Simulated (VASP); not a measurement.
# GaN (wurtzite type) (P6_3mc) in VASP: further runs

GaN (wurtzite type) is run at these levels: PBE; tasks: single point.

Everything below comes from runs of VASP 6.6.1. Logs are shortened: lines on timing, memory, paths and dates and some standing lists are left out, and cuts for length are marked.

**1. The cell of the first run**

It takes space group P6_3mc (No. 186, hexagonal). The conventional cell has a = 3.083 Å, b = 3.083 Å, c = 5.027 Å, α = 90.00°, β = 90.00°, γ = 120.00°. Within 2.5 Å of Ga (site symmetry 3m) lie 4 N at 1.89 Å. N (site symmetry 3m) has 4 Ga at 1.89 Å within 2.5 Å.

**2. Single point, PBE (volume scaled by 0.88)**

File INCAR:

```
ALGO = Normal
EDIFF = 1E-7
ENCUT = 520
GGA = PE
ISIF = 2
ISMEAR = -1
LASPH = True
LCHARG = True
LELF = True
LREAL = False
LVHAR = True
LWAVE = False
NBANDS = 26
NELM = 80
PREC = Accurate
SIGMA = 0.1
```

File KPOINTS:

```
k-points
0
Gamma
  13 13 7
```

File POSCAR:

```
GaN
1.0
    3.0831668205      0.0000000000      0.0000000000
   -1.5415834102      2.6701007907      0.0000000000
    0.0000000000      0.0000000000      5.0266573127
Ga N
2 2
Direct
    0.3333333333      0.6666666667     -0.0000946133
    0.6666666667      0.3333333333      0.4999053867
    0.3333333333      0.6666666667      0.3760946133
    0.6666666667      0.3333333333      0.8760946133
```

Potentials or basis: VASP PAW PBE potentials, release 64 (Ga_d, N).

On the command line:

```bash
$ cat potpaw_PBE.64/Ga_d/POTCAR potpaw_PBE.64/N/POTCAR > POTCAR
$ mpirun -np 1 vasp_std > vasp.out
```

OUTCAR:

```text
EDIFF = 1E-7
   ENCUT = 520
   GGA = PE
   ISIF = 2
   ISMEAR = -1
   LASPH = True
   LREAL = False
   NELM = 80
   PREC = Accurate

 ion  position               nearest neighbor table
   1  0.333  0.667  1.000-   4 1.89   4 1.89   4 1.89   3 1.89
   2  0.667  0.333  0.500-   3 1.89   3 1.89   3 1.89   4 1.89
   3  0.333  0.667  0.376-   2 1.89   2 1.89   2 1.89   1 1.89
   4  0.667  0.333  0.876-   1 1.89   1 1.89   1 1.89   2 1.89

  LATTYP: Found a hexagonal cell.
 ALAT       =     3.0831668205
 C/A-ratio  =     1.6303552825

  Lattice vectors:

 A1 = (   3.0831668205,   0.0000000000,   0.0000000000)
 A2 = (  -1.5415834102,   2.6701007907,   0.0000000000)
 A3 = (   0.0000000000,   0.0000000000,   5.0266573127)

Analysis of symmetry for initial positions (statically):
=====================================================================
 Subroutine PRICEL returns:
 Original cell was already a primitive cell.

 Routine SETGRP: Setting up the symmetry group for a
 hexagonal supercell.

 Subroutine GETGRP returns: Found 12 space group operations
 (whereof  6 operations were pure point group operations)
 out of a pool of 24 trial point group operations.

The static configuration has the point symmetry C_3v.
 The point group associated with its full space group is C_6v.

Analysis of symmetry for dynamics (positions and initial velocities):
=====================================================================
 Subroutine PRICEL returns:
 Original cell was already a primitive cell.

 Routine SETGRP: Setting up the symmetry group for a
 hexagonal supercell.

 Subroutine GETGRP returns: Found 12 space group operations
 (whereof  6 operations were pure point group operations)
 out of a pool of 24 trial point group operations.

The dynamic configuration has the point symmetry C_3v.
 The point group associated with its full space group is C_6v.

 Subroutine INISYM returns: Found 12 space group operations
 (whereof  6 operations are pure point group operations),
 and found     1 'primitive' translations

----------------------------------------------------------------------------------------

                                     Primitive cell

  volume of cell :      41.3813

  direct lattice vectors                    reciprocal lattice vectors
[... 89 lines left out ...]
   ENCUT  =  520.0 eV  38.22 Ry    6.18 a.u.   5.73  5.73  9.35*2*pi/ulx,y,z
   NELM   =     80;   NELMIN=  2; NELMDL= -5     # of ELM steps
   EDIFF  = 0.1E-06   stopping-criterion for ELM
   LREAL  =      F    real-space projection
   EDIFFG = 0.1E-05   stopping-criterion for IOM
   NSW    =      0    number of steps for IOM
   IBRION =     -1    ionic relax: 0-MD 1-quasi-New 2-CG
   NFREE  =      0    steps in history (QN), initial steepest desc. (CG)
   ISIF   =      2    stress and relaxation
   ISYM   =      2    0-nonsym 1-usesym 2-fastsym
   POTIM  = 0.5000    time-step for ionic-motion
   TEBEG  =    0.0;   TEEND  =   0.0 temperature during run
   PSTRESS=    0.0 pullay stress
   NELECT =      36.0000    total number of electrons
   NUPDOWN=      -1.0000    fix difference up-down
   EMIN   =  10.00;   EMAX   =-10.00  energy-range for DOS
   EFERMI =   0.00;   METHOD = LEGACY
   ISMEAR =    -1;   SIGMA  =   0.10  broadening in eV -4-tet -1-fermi 0-gaus
   EFERMI_NEDOS =   21; number of points for ismear=-14 and -15
   IALGO  =     38    algorithm
   IMIX   =      4    mixing-type and parameters
     AMIX     =   0.40;   BMIX     =  1.00
     AMIX_MAG =   1.60;   BMIX_MAG =  1.00
  volume/ion in A,a.u.               =      10.35        69.81
  Fermi-wavevector in a.u.,A,eV,Ry     =   1.562815  2.953293 33.230760  2.442392
  Thomas-Fermi vector in A             =   2.665678
   LORBIT       =      0    0 simple, 1 ext, 2 COOP (PROOUT), +10 PAW based schemes
   GGA     = PE    functional components
   LHFCALC =     F    Hartree Fock is set to
   AEXX    =    0.0000 exact exchange contribution
   IVDW    =     0    specifies the selected vdW correction
   LEPSILON=     F    determine dielectric tensor
   LRPA    =     F    only Hartree local field effects (RPA)
 non-spin polarized calculation
  energy-cutoff  :      520.00
  volume of cell :       41.38
 maximum number of plane-waves:      1124
 NGX is ok and might be reduce to    24
   NGX = 11   NGY = 11   NGZ = 19

 number of electron      35.9999991 magnetization

 Free energy of the ion-electron system (eV)
  ---------------------------------------------------
  ext. energy  EPLUGINS =         0.00000000
  ---------------------------------------------------
  free energy    TOTEN  =       -23.86544689 eV

  energy without entropy =      -23.86544684  energy(sigma->0) =      -23.86544687

 E-fermi :   7.8902     XC(G=0): -12.2105

 val. band max:        6.4608171092   @ k =   0.0000   0.0000   0.0000
 cond. band min:       9.0317214193   @ k =   0.0000   0.0000   0.0000
 fundamental gap:      2.5709043101
 Fermi energy:         7.8902052912

 k-point     1 :       0.0000    0.0000    0.0000
  band No.  band energies     occupation
      1     -10.4255      2.00000
      2      -9.1802      2.00000
      3      -7.1023      2.00000
      4      -7.0819      2.00000
      5      -7.0819      2.00000
      6      -6.9987      2.00000
[... 685 lines left out ...]
     25      18.1866      0.00000
     26      19.2269      0.00000

 [... further k-points ...]

------------------------ aborting loop because EDIFF is reached ----------------------------------------

  FORCE on cell =-STRESS in cart. coord.  units (eV):
  Direction    XX          YY          ZZ          XY          YZ          ZX
  --------------------------------------------------------------------------------------
  -------------------------------------------------------------------------------------
  Total        7.4993593      7.4993593      7.5042108      0.0000000     -0.0000000      0.0000000
  in kB      290.3559873    290.3559873    290.5438236      0.0000000     -0.0000000      0.0000000
  external PRESSURE =     290.4185994 kB  Pullay stress =       0.0000000 kB

 VOLUME and BASIS-vectors are now :
 -----------------------------------------------------------------------------
  energy-cutoff  :      520.00
  volume of cell :       41.38
      direct lattice vectors                 reciprocal lattice vectors
     3.083166820  0.000000000  0.000000000     0.324341840  0.187258849  0.000000000
    -1.541583410  2.670100791  0.000000000     0.000000000  0.374517697  0.000000000
     0.000000000  0.000000000  5.026657313     0.000000000  0.000000000  0.198939362

 POSITION                                       TOTAL-FORCE (eV/Angst)
 -----------------------------------------------------------------------------------
     -0.00000      1.78007      5.02618         0.000000      0.000000     -0.000094
      1.54158      0.89003      2.51285        -0.000000      0.000000     -0.000094
     -0.00000      1.78007      1.89050         0.000000      0.000000      0.000094
      1.54158      0.89003      4.40383        -0.000000     -0.000000      0.000094
 -----------------------------------------------------------------------------------
    total drift:                               -0.000000     -0.000000      0.000088

  FREE ENERGIE OF THE ION-ELECTRON SYSTEM (eV)
  ---------------------------------------------------
  free  energy   TOTEN  =       -23.8654468948 eV

  energy  without entropy=      -23.8654468353  energy(sigma->0) =      -23.86544687
```

stdout:

```text
POSCAR found type information on POSCAR GaN
 POSCAR found :  2 types and       4 ions
 scaLAPACK will be used
 LDA part: xc-table for (Slater+PW92), standard interpolation
 POSCAR, INCAR and KPOINTS ok, starting setup
 FFT: planning ... GRIDC
 FFT: planning ... GRID_SOFT
 FFT: planning ... GRID
 WAVECAR not read
 entering main loop
```

Wall time 34 s (1 thread of Intel Xeon 6975P-C (Granite Rapids), shared host); peak memory 0.21 GiB.

Results:

| Property | Result |
| --- | --- |
| Free energy | -23.8654 eV |
| Pressure | 29.0 GPa |
| Band gap on the k mesh | 2.57 eV, direct |

 A k mesh can miss the band edges.

**3. Single point, PBE (volume scaled by 0.88)**

File INCAR:

```
SYSTEM = GaN
  PREC = Accurate
  ENCUT = 520
  EDIFF = 1E-7
  ISMEAR = -1
  SIGMA = 0.1
  LREAL = .False.
  LASPH = .True.
  NELM = 100
  ALGO = Normal
  ISIF = 2
  LWAVE = .False.
  LCHARG = .False.
  GGA = PE
  NBANDS = 26
```

File KPOINTS:

```
regular mesh
0
Gamma
  13 13 7
  0 0 0
```

POSCAR is that of step 2.

Potentials or basis: VASP PAW PBE potentials, release 64 (Ga_d, N).

On the command line:

```bash
$ cat potpaw_PBE.64/Ga_d/POTCAR potpaw_PBE.64/N/POTCAR > POTCAR
$ mpirun -np 1 vasp_std > vasp.out
```

Wall time 34 s (1 thread of Intel Xeon 6975P-C (Granite Rapids), shared host); peak memory 0.21 GiB.

Results (log left out):

- Free energy: -23.8654 eV
- Pressure: 29.0 GPa
- Band gap on the k mesh: 2.57 eV, direct

Levels at points of the mesh, in eV from the valence-band top:
| k point | band 14 | band 15 | band 16 | band 17 | band 18 | band 19 | band 20 | band 21 | band 22 | band 23 |
| --- | --- | --- | --- | --- | --- | --- | --- | --- | --- | --- |
| (0.00, 0.00, 0.00) | -1.16 | -1.16 | -0.06 | 0.00 | 0.00 | 2.57 | 4.92 | 9.75 | 10.48 | 10.48 |

 A k mesh can miss the band edges.

**4. Single point, PBE (volume scaled by 0.94)**

File INCAR:

```
SYSTEM = GaN
PREC     = Accurate       ! precision mode
ENCUT    = 520            ! plane-wave cutoff, eV
EDIFF    = 1E-7           ! SCF threshold, eV
ISMEAR   = -1             ! smearing method
SIGMA    = 0.1            ! smearing width, eV
LREAL    = .False.        ! projectors in reciprocal space
LASPH    = .True.         ! aspherical terms in the spheres
NELM     = 100            ! most SCF steps
ALGO     = Normal         ! electronic algorithm
ISIF     = 2              ! what is computed and relaxed
LWAVE    = .False.        ! write WAVECAR
LCHARG   = .False.        ! write CHGCAR
GGA      = PE             ! functional
NBANDS   = 26             ! bands
```

File KPOINTS:

```
Automatic mesh
0
Gamma
  13 13 7
  0 0 0
```

File POSCAR:

```
GaN
1.0
    3.1525518505      0.0000000000      0.0000000000
   -1.5762759253      2.7301899893      0.0000000000
    0.0000000000      0.0000000000      5.1356335932
Ga N
2 2
Direct
    0.3333333333      0.6666666667     -0.0002699952
    0.6666666667      0.3333333333      0.4997300048
    0.3333333333      0.6666666667      0.3762699952
    0.6666666667      0.3333333333      0.8762699952
```

On the command line:

```bash
$ cat potpaw_PBE.64/Ga_d/POTCAR potpaw_PBE.64/N/POTCAR > POTCAR
$ mpirun -np 1 vasp_std > vasp.out
```

Wall time 35 s (1 thread of Intel Xeon 6975P-C (Granite Rapids), shared host); peak memory 0.21 GiB.

The run converged. Its results:

- Free energy: -24.2231 eV
- Pressure: 12.2 GPa
- Band gap on the k mesh: 2.13 eV, direct

Stress tensor (GPa, compression positive):
```
12.19  0.00  0.00
 0.00 12.19  0.00
 0.00  0.00 12.29
```

Levels at points of the mesh, in eV from the valence-band top:
```tsv
k point	band 15	band 16	band 17	band 18	band 19	band 20	band 21	band 22
(0.00, 0.00, 0.00)	-1.07	-0.05	0.00	0.00	2.13	4.47	9.38	10.09
```

**5. Single point, PBE (volume scaled by 0.94)**

File INCAR:

```
ALGO = Normal
EDIFF = 1E-6
ENCUT = 520
GGA = PE
ISIF = 2
ISMEAR = -1
LASPH = True
LCHARG = False
LREAL = False
LWAVE = False
NBANDS = 26
NELM = 60
PREC = Accurate
SIGMA = 0.1
```

File KPOINTS:

```
k-points
0
Gamma
  13 13 7
```

POSCAR is that of step 4.

On the command line:

```bash
$ cat potpaw_PBE.64/Ga_d/POTCAR potpaw_PBE.64/N/POTCAR > POTCAR
$ mpirun -np 1 vasp_std > vasp.out
```

Run time: 34 s. Hardware: 1 thread of Intel Xeon 6975P-C (Granite Rapids), shared host; peak memory 0.21 GiB.

It converged, with:

- Free energy: -24.2231 eV
- Pressure: 12.3 GPa
- Band gap on the k mesh: 2.13 eV, direct

Stress tensor (GPa, compression positive):
```
12.25  0.00  0.00
 0.00 12.25  0.00
 0.00  0.00 12.36
```

Levels at points of the mesh, in eV from the valence-band top:
```tsv
k point	band 15	band 16	band 17	band 18	band 19	band 20	band 21	band 22
(0.00, 0.00, 0.00)	-1.07	-0.05	0.00	0.00	2.13	4.47	9.38	10.09
```

 A k mesh can miss the band edges.
